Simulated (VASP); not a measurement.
# Al (Fm-3m) in VASP: settings compared

Al is run at these levels: PBEsol, PBEsol+D4; tasks: single point.

Everything below comes from runs of VASP 6.6.1. Logs are shortened: lines on timing, memory, paths and dates and some standing lists are left out, and cuts for length are marked.

## Step 1: The cell of the first run

It takes space group Fm-3m (No. 225, cubic). The conventional cell has a = 3.848 Å, b = 3.848 Å, c = 3.848 Å, α = 90.00°, β = 90.00°, γ = 90.00°. Within 3.6 Å of Al (site symmetry m-3m) lie 12 Al at 2.72 Å.

## Step 2: Single point, PBEsol (volume scaled by 0.88)

Contents of INCAR:

```
PREC = Accurate
ENCUT = 520
EDIFF = 1E-6
ISMEAR = -1
SIGMA = 0.08
LREAL = F
LASPH = T
NELM = 60
ALGO = Normal
ISIF = 2
LWAVE = F
LCHARG = T
GGA = PS
LELF = T
LVHAR = T
NBANDS = 8
```

Contents of KPOINTS:

```
regular mesh
0
Gamma
  18 18 18
```

Contents of POSCAR:

```
Al
1.0
    0.0000000000      1.9240367727      1.9240367727
    1.9240367727      0.0000000000      1.9240367727
    1.9240367727      1.9240367727      0.0000000000
Al
1
Direct
    0.0000000000      0.0000000000      0.0000000000
```

Potentials or basis: VASP PAW PBE potentials, release 64 (Al).

The run is started by

```sh
$ cat potpaw_PBE.64/Al/POTCAR > POTCAR
$ mpirun -np 1 vasp_std > vasp.out
```

OUTCAR:

```text
PREC = Accurate
   ENCUT = 520
   EDIFF = 1E-6
   ISMEAR = -1
   LREAL = F
   LASPH = T
   NELM = 60
   ISIF = 2
   GGA = PS

 ion  position               nearest neighbor table
   1  0.000  0.000  0.000-

  LATTYP: Found a face centered cubic cell.
 ALAT       =     3.8480735454

  Lattice vectors:

 A1 = (   0.0000000000,   1.9240367727,   1.9240367727)
 A2 = (   1.9240367727,   0.0000000000,   1.9240367727)
 A3 = (   1.9240367727,   1.9240367727,   0.0000000000)

Analysis of symmetry for initial positions (statically):
=====================================================================
 Subroutine PRICEL returns:
 Original cell was already a primitive cell.

 Routine SETGRP: Setting up the symmetry group for a
 face centered cubic supercell.

 Subroutine GETGRP returns: Found 48 space group operations
 (whereof 48 operations were pure point group operations)
 out of a pool of 48 trial point group operations.

The static configuration has the point symmetry O_h .

Analysis of symmetry for dynamics (positions and initial velocities):
=====================================================================
 Subroutine PRICEL returns:
 Original cell was already a primitive cell.

 Routine SETGRP: Setting up the symmetry group for a
 face centered cubic supercell.

 Subroutine GETGRP returns: Found 48 space group operations
 (whereof 48 operations were pure point group operations)
 out of a pool of 48 trial point group operations.

The dynamic configuration has the point symmetry O_h .

 Subroutine INISYM returns: Found 48 space group operations
 (whereof 48 operations are pure point group operations),
 and found     1 'primitive' translations

----------------------------------------------------------------------------------------

                                     Primitive cell

  volume of cell :      14.2453

  direct lattice vectors                    reciprocal lattice vectors
     0.000000000  1.924036773  1.924036773    -0.259870293  0.259870293  0.259870293
     1.924036773  0.000000000  1.924036773     0.259870293 -0.259870293  0.259870293
     1.924036773  1.924036773  0.000000000     0.259870293  0.259870293 -0.259870293

  length of vectors
     2.720998898  2.720998898  2.720998898     0.450108551  0.450108551  0.450108551

  position of ions in fractional coordinates (direct lattice)
     0.000000000  0.000000000  0.000000000

  ion indices of the primitive-cell ions
   primitive index   ion index
                 1           1

----------------------------------------------------------------------------------------

 KPOINTS: regular mesh

Automatic generation of k-mesh.
 Grid dimensions read from file:
 generate k-points for:   18   18   18

 Generating k-lattice:

  Cartesian coordinates                     Fractional coordinates (reciprocal lattice)
    -0.014437239  0.014437239  0.014437239     0.055555556  0.000000000  0.000000000
     0.014437239 -0.014437239  0.014437239     0.000000000  0.055555556  0.000000000
     0.014437239  0.014437239 -0.014437239     0.000000000  0.000000000  0.055555556

  Length of vectors
     0.025006031  0.025006031  0.025006031

  Shift w.r.t. Gamma in fractional coordinates (k-lattice)
     0.000000000  0.000000000  0.000000000

 Subroutine IBZKPT returns following result:
 ===========================================

 Found    195 irreducible k-points:

 Following reciprocal coordinates:
            Coordinates               Weight
  0.000000  0.000000  0.000000      1.000000
  0.055556  0.000000  0.000000      8.000000
  0.111111  0.000000  0.000000      8.000000
  0.166667  0.000000  0.000000      8.000000
  0.222222  0.000000  0.000000      8.000000
  0.277778  0.000000  0.000000      8.000000
[... 16 lines left out ...]
 -0.277778  0.055556  0.000000     24.000000
 -0.222222  0.055556  0.000000     24.000000
 [... further k-points ...]
   k-points           NKPTS =    195   k-points in BZ     NKDIM =    195   number of bands    NBANDS=      8
   number of dos      NEDOS =    301   number of ions     NIONS =      1
   total plane-waves  NPLWV =   8000
   dimension x,y,z NGX =    20 NGY =   20 NGZ =   20
   dimension x,y,z NGXF=    40 NGYF=   40 NGZF=   40
   ions per type =               1
   NGX,Y,Z   is equivalent  to a cutoff of  12.22, 12.22, 12.22 a.u.
   NGXF,Y,Z  is equivalent  to a cutoff of  24.44, 24.44, 24.44 a.u.
 SYSTEM =  unknown system
   PREC   = accura    normal or accurate (medium, high low for compatibility)
   ISTART =      0    job   : 0-new  1-cont  2-samecut
   ICHARG =      2    charge: 1-file 2-atom 10-const
   ISPIN  =      1    spin polarized calculation?
   LNONCOLLINEAR =      F non collinear calculations
   LSORBIT =      F    spin-orbit coupling
   LASPH  =      T    aspherical Exc in radial PAW
   ENCUT  =  520.0 eV  38.22 Ry    6.18 a.u.   5.06  5.06  5.06*2*pi/ulx,y,z
   NELM   =     60;   NELMIN=  2; NELMDL= -5     # of ELM steps
   EDIFF  = 0.1E-05   stopping-criterion for ELM
   LREAL  =      F    real-space projection
   EDIFFG = 0.1E-04   stopping-criterion for IOM
   NSW    =      0    number of steps for IOM
   IBRION =     -1    ionic relax: 0-MD 1-quasi-New 2-CG
   NFREE  =      0    steps in history (QN), initial steepest desc. (CG)
   ISIF   =      2    stress and relaxation
   ISYM   =      2    0-nonsym 1-usesym 2-fastsym
   POTIM  = 0.5000    time-step for ionic-motion
   TEBEG  =    0.0;   TEEND  =   0.0 temperature during run
   PSTRESS=    0.0 pullay stress
   NELECT =       3.0000    total number of electrons
   NUPDOWN=      -1.0000    fix difference up-down
   EMIN   =  10.00;   EMAX   =-10.00  energy-range for DOS
   EFERMI =   0.00;   METHOD = LEGACY
   ISMEAR =    -1;   SIGMA  =   0.08  broadening in eV -4-tet -1-fermi 0-gaus
   EFERMI_NEDOS =   21; number of points for ismear=-14 and -15
   IALGO  =     38    algorithm
   IMIX   =      4    mixing-type and parameters
     AMIX     =   0.40;   BMIX     =  1.00
     AMIX_MAG =   1.60;   BMIX_MAG =  1.00
  volume/ion in A,a.u.               =      14.25        96.13
  Fermi-wavevector in a.u.,A,eV,Ry     =   0.973999  1.840591 12.907496  0.948674
  Thomas-Fermi vector in A             =   2.104424
   LORBIT       =      0    0 simple, 1 ext, 2 COOP (PROOUT), +10 PAW based schemes
   GGA     = PS    functional components
   LHFCALC =     F    Hartree Fock is set to
   AEXX    =    0.0000 exact exchange contribution
   IVDW    =     0    specifies the selected vdW correction
   LEPSILON=     F    determine dielectric tensor
   LRPA    =     F    only Hartree local field effects (RPA)
 non-spin polarized calculation
  energy-cutoff  :      520.00
  volume of cell :       14.25
 maximum number of plane-waves:       392
   NGX = 11   NGY = 11   NGZ = 11

 number of electron       3.0000000 magnetization

 Free energy of the ion-electron system (eV)
  ---------------------------------------------------
  ext. energy  EPLUGINS =         0.00000000
  ---------------------------------------------------
  free energy    TOTEN  =        -4.01879786 eV

  energy without entropy =       -4.01049407  energy(sigma->0) =       -4.01464597

 E-fermi :   9.5629     XC(G=0): -10.8050

 val. band max:        9.5320805144   @ k =   0.5000   0.4444   0.0556
 cond. band min:       9.6120588678   @ k =  -0.3333   0.4444   0.1111
 fundamental gap:      0.0799783535
 Fermi energy:         9.5629023876

 k-point     1 :       0.0000    0.0000    0.0000
  band No.  band energies     occupation
      1      -2.6157      2.00000
      2      23.0036      0.00000
      3      23.0036      0.00000
      4      23.0036      0.00000
      5      25.6810      0.00000
      6      25.6810      0.00000
      7      25.6810      0.00000
      8      27.1649      0.00000

 k-point     2 :       0.0556    0.0000    0.0000
  band No.  band energies     occupation
      1      -2.5233      2.00000
      2      21.5454      0.00000
      3      22.7947      0.00000
      4      22.7947      0.00000
      5      26.0177      0.00000
      6      26.0398      0.00000
      7      26.0398      0.00000
      8      28.2164      0.00000

 k-point     3 :       0.1111    0.0000    0.0000
  band No.  band energies     occupation
      1      -2.2464      2.00000
      2      19.1840      0.00000
      3      22.3726      0.00000
      4      22.3726      0.00000
      5      25.9157      0.00000
      6      26.9006      0.00000
      7      26.9006      0.00000
      8      28.9238      0.00000

 k-point     4 :       0.1667    0.0000    0.0000
  band No.  band energies     occupation
      1      -1.7864      2.00000
      2      16.7710      0.00000
      3      21.9603      0.00000
      4      21.9603      0.00000
      5      25.6619      0.00000
      6      27.4800      0.00000
      7      27.4800      0.00000
      8      28.2465      0.00000

 k-point     5 :       0.2222    0.0000    0.0000
  band No.  band energies     occupation
      1      -1.1454      2.00000
      2      14.4320      0.00000
      3      21.6408      0.00000
      4      21.6408      0.00000
      5      25.4230      0.00000
      6      26.3591      0.00000
      7      26.3591      0.00000
      8      29.5189      0.00000

 k-point     6 :       0.2778    0.0000    0.0000
  band No.  band energies     occupation
      1      -0.3262      2.00000
      2      12.2056      0.00000
      3      21.4421      0.00000
      4      21.4421      0.00000
      5      25.2611      0.00000
      6      25.2611      0.00000
      7      25.2708      0.00000
      8      29.6762      0.00000

 k-point     7 :       0.3333    0.0000    0.0000
  band No.  band energies     occupation
      1       0.6673      2.00000
      2      10.1103      0.00213
      3      21.3729      0.00000
      4      21.3729      0.00000
      5      24.2987      0.00000
      6      24.2987      0.00000
      7      25.2409      0.00000
      8      28.6947      0.00000

 k-point     8 :       0.3889    0.0000    0.0000
  band No.  band energies     occupation
      1       1.8300      2.00000
      2       8.1578      2.00000
      3      21.4300      0.00000
      4      21.4300      0.00000
      5      23.4967      0.00000
      6      23.4967      0.00000
      7      25.3429      0.00000
      8      27.8342      0.00000

 k-point     9 :       0.4444    0.0000    0.0000
  band No.  band energies     occupation
      1       3.1506      2.00000
      2       6.3625      2.00000
      3      21.5848      0.00000
      4      21.5848      0.00000
      5      22.8926      0.00000
      6      22.8926      0.00000
      7      25.5451      0.00000
      8      27.1636      0.00000

 k-point    10 :       0.5000    0.0000    0.0000
  band No.  band energies     occupation
      1       4.3743      2.00000
      2       4.9804      2.00000
      3      21.7000      0.00000
      4      21.7000      0.00000
      5      22.6273      0.00000
      6      22.6273      0.00000
      7      25.6840      0.00000
      8      26.8664      0.00000
[... 78 lines left out ...]
 k-point    18 :       0.4444    0.0556    0.0000
  band No.  band energies     occupation
      1       2.7727      2.00000
      2       7.0172      2.00000
      3      20.4409      0.00000
      4      20.8611      0.00000
      5      22.2569      0.00000
      6      24.2957      0.00000
      7      26.5837      0.00000
      8      27.9398      0.00000

 k-point    19 :       0.5000    0.0556    0.0000
  band No.  band energies     occupation
      1       4.1556      2.00000
      2       5.3709      2.00000
      3      20.3601      0.00000
      4      20.7649      0.00000
      5      22.5146      0.00000
      6      23.7204      0.00000
      7      26.7231      0.00000
      8      27.5391      0.00000

 k-point    20 :      -0.4444    0.0556    0.0000
  band No.  band energies     occupation
      1       3.6954      2.00000
      2       5.8836      2.00000
      3      19.9570      0.00000
      4      21.2316      0.00000
      5      22.9804      0.00000
      6      23.3016      0.00000
      7      26.4892      0.00000
      8      27.8141      0.00000

 k-point    21 :      -0.3889    0.0556    0.0000
  band No.  band energies     occupation
      1       2.3324      2.00000
      2       7.6150      2.00000
      3      19.6896      0.00000
      4      21.8209      0.00000
      5      23.0593      0.00000
      6      23.6140      0.00000
      7      26.1999      0.00000
      8      28.4463      0.00000

 k-point    22 :      -0.3333    0.0556    0.0000
  band No.  band energies     occupation
      1       1.1161      2.00000
      2       9.5142      1.29521
      3      19.5684      0.00000
      4      22.3983      0.00000
      5      23.1252      0.00000
      6      24.3971      0.00000
      7      26.0341      0.00000
      8      29.2379      0.00000

 k-point    23 :      -0.2778    0.0556    0.0000
  band No.  band energies     occupation
      1       0.0662      2.00000
      2      11.5583      0.00000
      3      19.5965      0.00000
      4      22.6484      0.00000
      5      23.8072      0.00000
      6      25.2957      0.00000
      7      26.0345      0.00000
      8      30.0886      0.00000

 k-point    24 :      -0.2222    0.0556    0.0000
  band No.  band energies     occupation
      1      -0.8109      2.00000
      2      13.7336      0.00000
      3      19.7745      0.00000
      4      22.8173      0.00000
      5      24.8416      0.00000
      6      25.9625      0.00000
      7      26.5197      0.00000
      8      28.8866      0.00000

 [... further k-points ...]
[... 5 lines left out ...]
  --------------------------------------------------------------------------------------
  -------------------------------------------------------------------------------------
  Total        1.2454063      1.2454063      1.2454063     -0.0000000     -0.0000000      0.0000000
  in kB      140.0720709    140.0720709    140.0720709     -0.0000000     -0.0000000      0.0000000
  external PRESSURE =     140.0720709 kB  Pullay stress =       0.0000000 kB

 VOLUME and BASIS-vectors are now :
 -----------------------------------------------------------------------------
  energy-cutoff  :      520.00
  volume of cell :       14.25
      direct lattice vectors                 reciprocal lattice vectors
     0.000000000  1.924036773  1.924036773    -0.259870293  0.259870293  0.259870293
     1.924036773  0.000000000  1.924036773     0.259870293 -0.259870293  0.259870293
     1.924036773  1.924036773  0.000000000     0.259870293  0.259870293 -0.259870293

 POSITION                                       TOTAL-FORCE (eV/Angst)
 -----------------------------------------------------------------------------------
      0.00000      0.00000      0.00000         0.000000      0.000000      0.000000
 -----------------------------------------------------------------------------------
    total drift:                                0.000000     -0.000000     -0.000000

  FREE ENERGIE OF THE ION-ELECTRON SYSTEM (eV)
  ---------------------------------------------------
  free  energy   TOTEN  =        -4.0187978576 eV

  energy  without entropy=       -4.0104940744  energy(sigma->0) =       -4.01464597
```

Wall time 24 s (1 thread of AMD EPYC 7R13, shared host); peak memory 0.1 GiB.

What came out:

- Free energy: -4.0188 eV
- Pressure: 14.0 GPa

Levels at points of the mesh, in eV from the Fermi level:
```
           k point  band 1  band 2  band 3  band 4
(0.00, 0.00, 0.00)  -12.18   13.44   13.44   13.44
(0.50, 0.00, 0.00)   -5.19   -4.58   12.14   12.14
(0.50, 0.50, 0.00)   -3.27   -1.67    5.28    6.33
```

Caveat: the PAW data sets were made with another functional, which shifts forces and pressure a little.

(Continued in part 2 of 2.)
